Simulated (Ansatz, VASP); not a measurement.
**BiTe: VASP beside Ansatz**

The input INCAR:

```
PREC = Accurate
ENCUT = 520
EDIFF = 1E-6
ISMEAR = -1
SIGMA = 0.08
LREAL = False
LASPH = True
NELM = 100
ALGO = Normal
ISIF = 2
LWAVE = False
LCHARG = False
NBANDS = 18
```

KPOINTS

```
regular mesh
0
Gamma
  10 10 10
```

Contents of POSCAR:

```
BiTe
1.0
    0.0000000000      3.2984474805      3.2984474805
    3.2984474805      0.0000000000      3.2984474805
    3.2984474805      3.2984474805      0.0000000000
Bi Te
1 1
Direct
    0.0000000000      0.0000000000      0.0000000000
    0.5000000000      0.5000000000      0.5000000000
```

Input for Ansatz:

```yaml
crystal:
  lattice:
    - [0.0, 3.2984474805, 3.2984474805]
    - [3.2984474805, 0.0, 3.2984474805]
    - [3.2984474805, 3.2984474805, 0.0]
  atoms:
    - { symbol: Bi, position: [0.0, 0.0, 0.0] }
    - { symbol: Te, position: [0.5, 0.5, 0.5] }
kpoints:
  mp_grid: { grid: [10, 10, 10] }
  band_path:
    path:
      - [0.0, 0.0, 0.0]
      - [0.5, 0.0, 0.5]
      - [0.625, 0.25, 0.625]
      - [0.375, 0.375, 0.75]
      - [0.0, 0.0, 0.0]
      - [0.5, 0.5, 0.5]
      - [0.5, 0.25, 0.75]
      - [0.5, 0.0, 0.5]
    npoints: 5
scf:
  occupations: { method: fermi_dirac, width: 0.08 }
hamiltonian:
  xc: lda
  pseudopotentials: { kind: all_electron, lapw: { basis_error: 0.0005 } }
output:
  forces: true
  stress: true
  eigenvalues: true
```

Change from the starting cell: volume scaled by 1.06.

Alike in both runs: task single point; functional LDA; k mesh 10 × 10 × 10; occupations fermi-dirac, width 0.08 eV; no spin polarisation.

```csv
,VASP,Ansatz
version,VASP 6.6.1,Ansatz 0.2.0
potentials or method,"VASP PAW LDA potentials, release 64 (Bi_d, Te), cutoff 520 eV","all-electron LAPW, scalar-relativistic"
```

```csv
,VASP,Ansatz,Ansatz less VASP
pressure (GPa),-5.0,-5.0,0.00
```

LDA's correlation is that of Perdew and Zunger in VASP and of Perdew and Wang (1992) in Ansatz. Ansatz ran all-electron here, and VASP with PAW potentials.

Neither program's run includes spin-orbit coupling.
